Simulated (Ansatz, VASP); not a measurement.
# Si3As in VASP and in Ansatz

Contents of INCAR:

```
PREC = Accurate
ENCUT = 600
EDIFF = 1E-7
ISMEAR = 0
SIGMA = 0.1
LREAL = False
LASPH = True
NELM = 100
ALGO = Normal
ISIF = 3
LWAVE = False
LCHARG = False
GGA = PE
IBRION = 2
NSW = 100
EDIFFG = -0.01
```

The input KPOINTS:

```
Automatic mesh
0
Gamma
  14 14 8
```

POSCAR

```
Si3As
1.0
    3.2481978107      0.0000000000      0.0000000000
    0.0000000000      3.2481978107      0.0000000000
    0.0000000000      0.0000000000      6.0022460941
Si As
3 1
Direct
    0.5000000000      0.5000000000      0.2798349562
    0.5000000000      0.5000000000      0.7201650438
    0.0000000000      0.0000000000      0.5000000000
    0.0000000000      0.0000000000      0.0000000000
```

Input for Ansatz:

```yaml
crystal:
  lattice:
    - [3.2481978107, 0.0, 0.0]
    - [0.0, 3.2481978107, 0.0]
    - [0.0, 0.0, 6.0022460941]
  atoms:
    - { symbol: Si, position: [0.5, 0.5, 0.2798349562] }
    - { symbol: Si, position: [0.5, 0.5, 0.7201650438] }
    - { symbol: Si, position: [0.0, 0.0, 0.5] }
    - { symbol: As, position: [0.0, 0.0, 0.0] }
basis:
  ecutwfc: 420
kpoints:
  mp_grid: { grid: [14, 14, 8] }
hamiltonian:
  xc: pbe
scf:
  occupations: { method: gaussian, width: 0.1 }
output:
  forces: true
  stress: true
  eigenvalues: true
relax:
  adjacent_minimum: "off"
  f_tol: 0.01
  max_steps: 80
  cell: { stress_tol: 0.05 }
```

Change from the starting cell: species swapped into the HgPb3 type (P4/mmm, No. 123).

Alike in both runs: task relaxation of cell and atoms; functional PBE; k mesh 14 × 14 × 8; occupations gaussian, width 0.1 eV; no spin polarisation.

|  | VASP | Ansatz |
| --- | --- | --- |
| version | VASP 6.6.1 | Ansatz 0.2.0 |
| potentials or method | VASP PAW PBE potentials, release 64 (Si, As), cutoff 600 eV | scalar-relativistic, plane waves, PAW |
| valence electrons in the cell | 17 | 27 |

```csv
,VASP,Ansatz,Ansatz less VASP
"gap on the k mesh at the Fermi level, each at its own relaxed structure (eV)",none,none,-
relaxed volume (Å³/atom),15.93,15.91,-0.023
relaxed cell length with the largest relative difference (Å),3.324,3.322,-0.0023
```

A gap of «none» marks a metal or a gap that the smearing closes. VASP's potentials hold 17 valence electrons a cell and Ansatz's 27, so a difference there can come from the potentials and not from the codes.

Noted on VASP's run: too few bands were computed for a metal, which touches its energy and stress.
